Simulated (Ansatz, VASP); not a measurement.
Two plane-wave programs on LiF

```
Li F
1.0
     0.07692    2.22153    2.22153
     2.22153    0.07692    2.22153
     2.22153    2.22153    0.07692
Li F
1 1
Cartesian
  0.0116 0.0116 0.0116
  1.1184 1.1184 1.1184
```

Change from the starting cell: shear_111 strain +5.4%.

Alike in both runs: task single point; functional r2SCAN; k mesh 10 × 10 × 10; no spin polarisation.

```csv
,VASP,Ansatz
version,VASP 6.6.1,Ansatz 0.2.0
potentials or method,"VASP PAW PBE potentials, release 64 (Li_sv, F)","plane waves, PAW"
plane-wave cutoff (eV),520,500
occupations,"gaussian, width 0.01 eV",fixed
valence electrons in the cell,10,10
```

```csv
,VASP,Ansatz,Ansatz less VASP
gap on the k mesh at the Fermi level (eV),8.39,8.29,-0.100
rms of the force components (eV/Å),0.004,0.001,-0.0035
```

VASP's potentials were made for PBE, not for r2SCAN. Atom by atom the forces differ by 0.004 eV/Å (rms over components).

Noted on VASP's run: the cutoff is short for stress, so the pressure is rough.
